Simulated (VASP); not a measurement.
# Si (Cmmm) in VASP: notebook

Runs on Si. Level: PBE. Tasks: single point, relaxation of cell and atoms.

All numbers are computed with VASP 6.6.1; they aren't measurements. Logs are shortened: lines on timing, memory, paths and dates and some standing lists are left out, and cuts for length are marked.

## 1. The cell of the first run

Symmetry: Cmmm, No. 65, orthorhombic system. Conventional cell: a = 2.887 Å, b = 4.654 Å, c = 2.365 Å, α = 90.00°, β = 90.00°, γ = 90.00°. Si (site symmetry mmm) has 8 Si at 2.36 to 2.89 Å within 3.1 Å.

## 2. Single point, PBE

File INCAR:

```
ALGO = Normal ; EDIFF = 1E-6
ENCUT = 520 ; GGA = PE
ISIF = 2 ; ISMEAR = 0
LASPH = True ; LCHARG = False
LREAL = False ; LWAVE = False
NBANDS = 8 ; NELM = 80
PREC = Accurate ; SIGMA = 0.1
```

File KPOINTS:

```
k-points
0
Gamma
  8 8 4
```

File POSCAR:

```
Si
1.0
    1.4435608958     -2.3268170645      0.0000000000
    1.4435608958      2.3268170645      0.0000000000
    0.0000000000      0.0000000000      2.3646245613
Si
1
Direct
    0.0000000000      0.0000000000      0.0000000000
```

Potentials or basis: VASP PAW PBE potentials, release 64 (Si).

The run is started by

```bash
> cat potpaw_PBE.64/Si/POTCAR > POTCAR
> mpirun -np 1 vasp_std > vasp.out
```

OUTCAR:

```text
EDIFF = 1E-6
   ENCUT = 520
   GGA = PE
   ISIF = 2
   ISMEAR = 0
   LASPH = True
   LREAL = False
   NELM = 80
   PREC = Accurate

 ion  position               nearest neighbor table
   1  0.000  0.000  0.000-

  LATTYP: Found a base centered orthorhombic cell.
 ALAT       =     2.8871217916
 B/A-ratio  =     1.6118593066
 C/A-ratio  =     0.8190248739

  Lattice vectors:

 A1 = (   1.4435608958,  -2.3268170645,   0.0000000000)
 A2 = (   1.4435608958,   2.3268170645,   0.0000000000)
 A3 = (   0.0000000000,   0.0000000000,   2.3646245613)

Analysis of symmetry for initial positions (statically):
=====================================================================
 Subroutine PRICEL returns:
 Original cell was already a primitive cell.

 Routine SETGRP: Setting up the symmetry group for a
 base centered orthorhombic supercell.

 Subroutine GETGRP returns: Found  8 space group operations
 (whereof  8 operations were pure point group operations)
 out of a pool of  8 trial point group operations.

The static configuration has the point symmetry D_2h.

Analysis of symmetry for dynamics (positions and initial velocities):
=====================================================================
 Subroutine PRICEL returns:
 Original cell was already a primitive cell.

 Routine SETGRP: Setting up the symmetry group for a
 base centered orthorhombic supercell.

 Subroutine GETGRP returns: Found  8 space group operations
 (whereof  8 operations were pure point group operations)
 out of a pool of  8 trial point group operations.

The dynamic configuration has the point symmetry D_2h.

 Subroutine INISYM returns: Found  8 space group operations
 (whereof  8 operations are pure point group operations),
 and found     1 'primitive' translations

----------------------------------------------------------------------------------------

                                     Primitive cell

  volume of cell :      15.8851

  direct lattice vectors                    reciprocal lattice vectors
     1.443560896 -2.326817065  0.000000000     0.346365714 -0.214885823  0.000000000
     1.443560896  2.326817065  0.000000000     0.346365714  0.214885823  0.000000000
     0.000000000  0.000000000  2.364624561     0.000000000  0.000000000  0.422900115

  length of vectors
     2.738237702  2.738237702  2.364624561     0.407609034  0.407609034  0.422900115

  position of ions in fractional coordinates (direct lattice)
     0.000000000  0.000000000  0.000000000

  ion indices of the primitive-cell ions
   primitive index   ion index
                 1           1

----------------------------------------------------------------------------------------

 KPOINTS: k-points

Automatic generation of k-mesh.
 Grid dimensions read from file:
 generate k-points for:    8    8    4

 Generating k-lattice:

  Cartesian coordinates                     Fractional coordinates (reciprocal lattice)
     0.043295714 -0.026860728  0.000000000     0.125000000 -0.000000000  0.000000000
     0.043295714  0.026860728  0.000000000    -0.000000000  0.125000000  0.000000000
     0.000000000  0.000000000  0.105725029     0.000000000  0.000000000  0.250000000

  Length of vectors
     0.050951129  0.050951129  0.105725029

  Shift w.r.t. Gamma in fractional coordinates (k-lattice)
     0.000000000  0.000000000  0.000000000

 Subroutine IBZKPT returns following result:
 ===========================================

 Found     63 irreducible k-points:

 Following reciprocal coordinates:
            Coordinates               Weight
  0.000000  0.000000  0.000000      1.000000
  0.125000 -0.000000  0.000000      4.000000
  0.250000 -0.000000  0.000000      4.000000
  0.375000 -0.000000  0.000000      4.000000
  0.500000 -0.000000  0.000000      2.000000
  0.125000  0.125000  0.000000      2.000000
[... 16 lines left out ...]
  0.125000 -0.000000  0.250000      8.000000
  0.250000 -0.000000  0.250000      8.000000
 [... further k-points ...]
   k-points           NKPTS =     63   k-points in BZ     NKDIM =     63   number of bands    NBANDS=      8
   number of dos      NEDOS =    301   number of ions     NIONS =      1
   total plane-waves  NPLWV =   7200
   dimension x,y,z NGX =    20 NGY =   20 NGZ =   18
   dimension x,y,z NGXF=    40 NGYF=   40 NGZF=   36
   ions per type =               1
   NGX,Y,Z   is equivalent  to a cutoff of  12.14, 12.14, 12.65 a.u.
   NGXF,Y,Z  is equivalent  to a cutoff of  24.29, 24.29, 25.31 a.u.
 SYSTEM =  unknown system
   PREC   = accura    normal or accurate (medium, high low for compatibility)
   ISTART =      0    job   : 0-new  1-cont  2-samecut
   ICHARG =      2    charge: 1-file 2-atom 10-const
   ISPIN  =      1    spin polarized calculation?
   LNONCOLLINEAR =      F non collinear calculations
   LSORBIT =      F    spin-orbit coupling
   LASPH  =      T    aspherical Exc in radial PAW
   ENCUT  =  520.0 eV  38.22 Ry    6.18 a.u.   5.09  5.09  4.40*2*pi/ulx,y,z
   NELM   =     80;   NELMIN=  2; NELMDL= -5     # of ELM steps
   EDIFF  = 0.1E-05   stopping-criterion for ELM
   LREAL  =      F    real-space projection
   EDIFFG = 0.1E-04   stopping-criterion for IOM
   NSW    =      0    number of steps for IOM
   IBRION =     -1    ionic relax: 0-MD 1-quasi-New 2-CG
   NFREE  =      0    steps in history (QN), initial steepest desc. (CG)
   ISIF   =      2    stress and relaxation
   ISYM   =      2    0-nonsym 1-usesym 2-fastsym
   POTIM  = 0.5000    time-step for ionic-motion
   TEBEG  =    0.0;   TEEND  =   0.0 temperature during run
   PSTRESS=    0.0 pullay stress
   NELECT =       4.0000    total number of electrons
   NUPDOWN=      -1.0000    fix difference up-down
   EMIN   =  10.00;   EMAX   =-10.00  energy-range for DOS
   EFERMI =   0.00;   METHOD = LEGACY
   ISMEAR =     0;   SIGMA  =   0.10  broadening in eV -4-tet -1-fermi 0-gaus
   EFERMI_NEDOS =   21; number of points for ismear=-14 and -15
   IALGO  =     38    algorithm
   IMIX   =      4    mixing-type and parameters
     AMIX     =   0.40;   BMIX     =  1.00
     AMIX_MAG =   1.60;   BMIX_MAG =  1.00
  volume/ion in A,a.u.               =      15.89       107.20
  Fermi-wavevector in a.u.,A,eV,Ry     =   1.033788  1.953577 14.540797  1.068718
  Thomas-Fermi vector in A             =   2.168052
   LORBIT       =      0    0 simple, 1 ext, 2 COOP (PROOUT), +10 PAW based schemes
   GGA     = PE    functional components
   LHFCALC =     F    Hartree Fock is set to
   AEXX    =    0.0000 exact exchange contribution
   IVDW    =     0    specifies the selected vdW correction
   LEPSILON=     F    determine dielectric tensor
   LRPA    =     F    only Hartree local field effects (RPA)
 non-spin polarized calculation
 Gauss-broadening in eV      SIGMA  =   0.10
  energy-cutoff  :      520.00
  volume of cell :       15.89
 maximum number of plane-waves:       438
   NGX = 11   NGY = 11   NGZ =  9

 number of electron       4.0000000 magnetization

 Free energy of the ion-electron system (eV)
  ---------------------------------------------------
  ext. energy  EPLUGINS =         0.00000000
  ---------------------------------------------------
  free energy    TOTEN  =        -5.05163751 eV

  energy without entropy =       -5.05071416  energy(sigma->0) =       -5.05117584

 E-fermi :   8.8572     XC(G=0): -10.7392

 val. band max:        8.5120013919   @ k =   0.5000   0.1250   0.5000
 cond. band min:       8.8583720412   @ k =   0.3750   0.1250   0.5000
 fundamental gap:      0.3463706494
 Fermi energy:         8.8572497392

 k-point     1 :       0.0000    0.0000    0.0000
  band No.  band energies     occupation
      1      -4.7770      2.00000
      2      15.8257      0.00000
      3      16.5837      0.00000
      4      16.8562      0.00000
      5      18.6129      0.00000
      6      19.3465      0.00000
      7      20.7859      0.00000
      8      25.0035      0.00000

 k-point     2 :       0.1250   -0.0000    0.0000
  band No.  band energies     occupation
      1      -4.4084      2.00000
      2      12.4813      0.00000
      3      15.3715      0.00000
      4      17.3002      0.00000
      5      19.6443      0.00000
      6      20.1552      0.00000
      7      21.8421      0.00000
      8      27.7420      0.00000

 k-point     3 :       0.2500   -0.0000    0.0000
  band No.  band energies     occupation
      1      -3.3128      2.00000
      2       8.3126      2.00000
      3      14.0426      0.00000
      4      16.1499      0.00000
      5      20.5194      0.00000
      6      21.9084      0.00000
      7      25.1059      0.00000
      8      30.0776      0.00000

 k-point     4 :       0.3750   -0.0000    0.0000
  band No.  band energies     occupation
      1      -1.5430      2.00000
      2       4.5823      2.00000
      3      13.2328      0.00000
      4      15.1494      0.00000
      5      21.8635      0.00000
      6      23.8527      0.00000
      7      27.6744      0.00000
      8      28.8037      0.00000

 k-point     5 :       0.5000   -0.0000    0.0000
  band No.  band energies     occupation
      1       0.1764      2.00000
      2       2.1969      2.00000
      3      12.9652      0.00000
      4      14.7882      0.00000
      5      22.8906      0.00000
      6      25.0482      0.00000
      7      26.1268      0.00000
      8      29.6537      0.00000

 k-point     6 :       0.1250    0.1250    0.0000
  band No.  band energies     occupation
      1      -3.7189      2.00000
      2      10.4562      0.00000
      3      11.6078      0.00000
      4      19.3901      0.00000
      5      20.1951      0.00000
      6      21.1336      0.00000
      7      24.1381      0.00000
      8      29.3277      0.00000

 k-point     7 :       0.2500    0.1250    0.0000
  band No.  band energies     occupation
      1      -2.3191      2.00000
      2       6.8493      2.00000
      3      10.0730      0.00000
      4      19.2608      0.00000
      5      21.2865      0.00000
      6      23.0371      0.00000
      7      26.8702      0.00000
      8      29.3473      0.00000

 k-point     8 :       0.3750    0.1250    0.0000
  band No.  band energies     occupation
      1      -0.3390      2.00000
      2       3.4860      2.00000
      3       9.6356      0.00000
      4      18.6005      0.00000
      5      22.6647      0.00000
      6      24.8147      0.00000
      7      26.9724      0.00000
      8      29.8392      0.00000

 k-point     9 :       0.5000    0.1250    0.0000
  band No.  band energies     occupation
      1      -0.0943      2.00000
      2       3.1512      2.00000
      3       9.9145      0.00000
      4      18.3216      0.00000
      5      22.8210      0.00000
      6      24.3253      0.00000
      7      26.7147      0.00000
      8      28.7871      0.00000

 k-point    10 :      -0.3750    0.1250    0.0000
  band No.  band energies     occupation
      1      -2.1067      2.00000
      2       6.3661      2.00000
      3      10.8942      0.00000
      4      18.5404      0.00000
      5      21.4631      0.00000
      6      21.6338      0.00000
      7      25.9491      0.00000
      8      28.9119      0.00000
[... 78 lines left out ...]
 k-point    18 :       0.3750    0.3750    0.0000
  band No.  band energies     occupation
      1       1.7652      2.00000
      2       3.5201      2.00000
      3       5.4274      2.00000
      4      20.7468      0.00000
      5      23.8371      0.00000
      6      25.1885      0.00000
      7      27.2265      0.00000
      8      28.5975      0.00000

 k-point    19 :       0.5000    0.3750    0.0000
  band No.  band energies     occupation
      1       0.3503      2.00000
      2       3.8279      2.00000
      3       8.4952      2.00000
      4      16.6247      0.00000
      5      23.2110      0.00000
      6      25.0463      0.00000
      7      27.0394      0.00000
      8      30.0351      0.00000

 k-point    20 :      -0.3750    0.3750    0.0000
  band No.  band energies     occupation
      1      -1.1286      2.00000
      2       5.3731      2.00000
      3      11.4336      0.00000
      4      13.8574      0.00000
      5      22.2239      0.00000
      6      24.1613      0.00000
      7      28.0839      0.00000
      8      29.3888      0.00000

 k-point    21 :       0.5000    0.5000    0.0000
  band No.  band energies     occupation
      1       1.0522      2.00000
      2       2.4860      2.00000
      3      11.0677      0.00000
      4      13.4355      0.00000
      5      23.5248      0.00000
      6      25.6287      0.00000
      7      26.2683      0.00000
      8      29.9963      0.00000

 k-point    22 :       0.0000    0.0000    0.2500
  band No.  band energies     occupation
      1      -3.1723      2.00000
      2       9.0656      0.00322
      3      17.1370      0.00000
      4      18.1550      0.00000
      5      19.9764      0.00000
      6      21.8063      0.00000
      7      23.2888      0.00000
      8      26.5923      0.00000

 k-point    23 :       0.1250   -0.0000    0.2500
  band No.  band energies     occupation
      1      -2.8064      2.00000
      2       9.2991      0.00000
      3      14.4509      0.00000
      4      16.7426      0.00000
      5      20.1665      0.00000
      6      22.9507      0.00000
      7      24.6296      0.00000
      8      26.8662      0.00000

 k-point    24 :       0.2500   -0.0000    0.2500
  band No.  band energies     occupation
      1      -1.7189      2.00000
      2       9.0788      0.00173
      3      11.4181      0.00000
      4      15.4498      0.00000
      5      18.5953      0.00000
      6      22.4571      0.00000
      7      26.0375      0.00000
      8      27.2374      0.00000

 [... further k-points ...]
[... 5 lines left out ...]
  --------------------------------------------------------------------------------------
  -------------------------------------------------------------------------------------
  Total       -0.0080249      0.0267659     -0.0183483      0.0000000      0.0000000      0.0000000
  in kB       -0.8093944      2.6996173     -1.8506169      0.0000000      0.0000000      0.0000000
  external PRESSURE =       0.0132020 kB  Pullay stress =       0.0000000 kB

 VOLUME and BASIS-vectors are now :
 -----------------------------------------------------------------------------
  energy-cutoff  :      520.00
  volume of cell :       15.89
      direct lattice vectors                 reciprocal lattice vectors
     1.443560896 -2.326817065  0.000000000     0.346365714 -0.214885823  0.000000000
     1.443560896  2.326817065  0.000000000     0.346365714  0.214885823  0.000000000
     0.000000000  0.000000000  2.364624561     0.000000000  0.000000000  0.422900115

 POSITION                                       TOTAL-FORCE (eV/Angst)
 -----------------------------------------------------------------------------------
      0.00000      0.00000      0.00000        -0.000000      0.000000      0.000000
 -----------------------------------------------------------------------------------
    total drift:                                0.000000      0.000000     -0.000000

  FREE ENERGIE OF THE ION-ELECTRON SYSTEM (eV)
  ---------------------------------------------------
  free  energy   TOTEN  =        -5.0516375098 eV

  energy  without entropy=       -5.0507141647  energy(sigma->0) =       -5.05117584
```

Wall time 3.7 s (1 thread of AMD EPYC 7R13 (Zen 3), shared host); peak memory 0.09 GiB.

What came out:

```yaml
Free_energy: -5.0516 eV
Pressure: 0.0 GPa
Band_gap_on_the_k_mesh: zero (bands 2 and 3 overlap by 10.40 eV)
```

Levels at points of the mesh, in eV from the Fermi level:
```
           k point  band 1  band 2  band 3  band 4  band 5  band 6
(0.00, 0.00, 0.00)  -13.63    6.97    7.73    8.00    9.76   10.49
(0.50, 0.00, 0.00)   -8.68   -6.66    4.11    5.93   14.03   16.19
(0.50, 0.50, 0.00)   -7.81   -6.37    2.21    4.58   14.67   16.77
(0.00, 0.00, 0.50)   -7.76   -6.80   11.35   12.38   13.39   13.61
(0.50, 0.00, 0.50)   -3.07   -1.96   -1.93    1.57    8.57   11.38
(0.50, 0.50, 0.50)   -2.44   -1.69   -0.86    1.88    6.67    9.74
```

Caveat: the k points lie up to 0.66 Å⁻¹ apart, too coarse for converged energies and pressures of a metal.

## 3. Relaxation of cell and atoms, PBE

This run uses another cell than the first one, of 23.43 Å³/atom.

File INCAR:

```
SYSTEM = Si
PREC = Accurate ; ENCUT = 600
EDIFF = 1E-7 ; ISMEAR = 0
SIGMA = 0.1 ; LREAL = .FALSE.
LASPH = .TRUE. ; NELM = 80
ALGO = Normal ; ISIF = 3
LWAVE = .FALSE. ; LCHARG = .FALSE.
GGA = PE ; IBRION = 2
NSW = 90 ; EDIFFG = -0.04
```

File KPOINTS:

```
Automatic mesh
0
G
  8 8 4
  0 0 0
```

File POSCAR:

```
Si
1.0
    1.2910763954     -2.4104495361      0.0000000000
    1.2910763954      2.4104495361      0.0000000000
    0.0000000000      0.0000000000      3.7642636591
Si
1
Direct
    0.0000000000      0.0000000000      0.0000000000
```

Potentials or basis: VASP PAW PBE potentials, release 64 (Si).

The run is started by

```bash
> cat potpaw_PBE.64/Si/POTCAR > POTCAR
> mpirun -np 1 vasp_std > vasp.out
```

Run time: 90 s. Hardware: 1 thread of AMD EPYC 7R13 (Zen 3), shared host; peak memory 0.12 GiB.

It converged, with:

```yaml
Free_energy: -5.0494 eV
Relaxed_volume: 15.84 Å³/atom
Relaxed_cell: a = 2.776 Å, b = 2.776 Å, c = 2.399 Å, α = 90.00°, β = 90.00°, γ = 121.09°
Space_group_after_relaxing_to_0.1_Å: P6/mmm (No. 191)
Energy_gained_by_relaxing: 632.3 meV/atom
Ionic_steps: 24
Pressure_after_relaxing: 0.1 GPa
Band_gap_on_the_k_mesh: zero (bands 2 and 3 overlap by 10.70 eV)
```

Stress tensor (GPa, compression positive):
```
0.10 0.00 0.00
0.00 0.23 0.00
0.00 0.00 0.09
```

Step by step:
| step | energy change (eV) | largest force (eV/Å) | pressure (GPa) | volume (Å³) |
| --- | --- | --- | --- | --- |
| 1 | 0.0000 | 0.0000 | -7.50 | 23.43 |
| 2 | -0.0946 | 0.0000 | -1.44 | 19.89 |
| 3 | -0.0953 | 0.0000 | -2.06 | 20.13 |
| 4 | -0.1937 | 0.0000 | 0.44 | 17.85 |
| 5 | -0.1432 | 0.0000 | 48.15 | 11.74 |
| 6 | -0.2897 | 0.0000 | 3.41 | 16.30 |
| 7 | -0.3803 | 0.0000 | 15.69 | 13.94 |
| 8 | -0.3799 | 0.0000 | 11.50 | 14.50 |
| 9 | -0.4159 | 0.0000 | 12.52 | 14.18 |
| 10 | -0.4563 | 0.0000 | 17.92 | 13.54 |
| 11 | -0.4550 | 0.0000 | 20.13 | 13.28 |
| 12 | -0.5088 | 0.0000 | 14.89 | 13.63 |
| 13 | -0.5788 | 0.0000 | 5.47 | 14.54 |
| 14 | -0.5896 | 0.0000 | 2.64 | 14.94 |
| 15 | -0.6047 | 0.0000 | -1.70 | 15.75 |
| 16 | -0.6043 | 0.0000 | -2.81 | 15.98 |
| 17 | -0.6049 | 0.0000 | -2.06 | 15.82 |
| 18 | -0.6128 | 0.0000 | -2.18 | 15.83 |
| 19 | -0.6189 | 0.0000 | -1.65 | 15.83 |
| 20 | -0.6321 | 0.0000 | -0.06 | 15.82 |
| 21 | -0.6322 | 0.0000 | 0.25 | 15.82 |
| 22 | -0.6322 | 0.0000 | 0.18 | 15.82 |
| 23 | -0.6322 | 0.0000 | 0.11 | 15.82 |
| 24 | -0.6323 | 0.0000 | 0.14 | 15.84 |

Final structure:
```
Si
1.0
     1.36519   -2.41747    0.00000
     1.36519    2.41747    0.00000
     0.00000    0.00000    2.39907
Si
1
Direct
  0.00000 0.00000 0.00000
```

Levels at points of the mesh, in eV from the Fermi level:
```csv
k point,band 1,band 2,band 3,band 4,band 5
"(0.00, 0.00, 0.00)",-13.66,7.72,7.76,8.20,9.75
"(0.50, 0.00, 0.00)",-8.14,-6.55,3.51,5.50,13.72
"(0.50, 0.50, 0.00)",-8.43,-6.63,4.10,5.91,13.51
"(0.00, 0.00, 0.50)",-8.08,-6.85,11.88,12.31,14.07
"(0.50, 0.00, 0.50)",-2.67,-2.09,-1.65,1.65,7.72
"(0.50, 0.50, 0.50)",-2.88,-2.15,-2.01,1.56,8.31
```

Caveat: the k points lie up to 0.65 Å⁻¹ apart in the final cell, too coarse for converged energies and pressures of a metal; the volume moved by over 15 % at a fixed basis, so the end points are rough.
